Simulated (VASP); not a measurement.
Input of a VASP 6.6.1 run:

The input INCAR:

```
SYSTEM = MgZr2N
ALGO = Normal
EDIFF = 1E-6
EDIFFG = -0.04
ENCUT = 600
GGA = PE
IBRION = 2
ISIF = 3
ISMEAR = 0
LASPH = .TRUE.
LCHARG = .FALSE.
LREAL = .FALSE.
LWAVE = .FALSE.
NELM = 60
NSW = 90
PREC = Accurate
SIGMA = 0.1
```

File KPOINTS:

```
k-points
0
G
  6 6 4
  0 0 0
```

Contents of POSCAR:

```
MgZr2N
1.0
    3.9208415000      0.0000000000      0.0000000000
   -1.9604207500      3.3955483400      0.0000000000
    0.0000000000      0.0000000000      4.8204134200
Mg Zr N
1 2 1
Direct
    0.0000000000      0.0000000000      0.0625436200
    0.3333333300      0.6666666700      0.1181884600
    0.6666666700      0.3333333300      0.1181884600
    0.0000000000      0.0000000000      0.7003074800
```

Potentials or basis: VASP PAW PBE potentials, release 64 (Mg, Zr_sv, N).

The run is started by

```sh
$ cat potpaw_PBE.64/Mg/POTCAR potpaw_PBE.64/Zr_sv/POTCAR potpaw_PBE.64/N/POTCAR > POTCAR
$ mpirun -np 1 vasp_std > vasp.out
```

(1) Predict the relaxed cell.

(2) Estimate the relaxed volume.

(3) Estimate the space group after relaxing (to 0.05 Å).

Answers

(1) a = 5.120 Å, b = 5.120 Å, c = 3.776 Å, α = 90.00°, β = 90.00°, γ = 120.00°.

(2) 21.43 Å³/atom.

(3) P6/mmm (No. 191).

Caveat: the volume moved by over 15 % at a fixed basis, so the end points are rough.
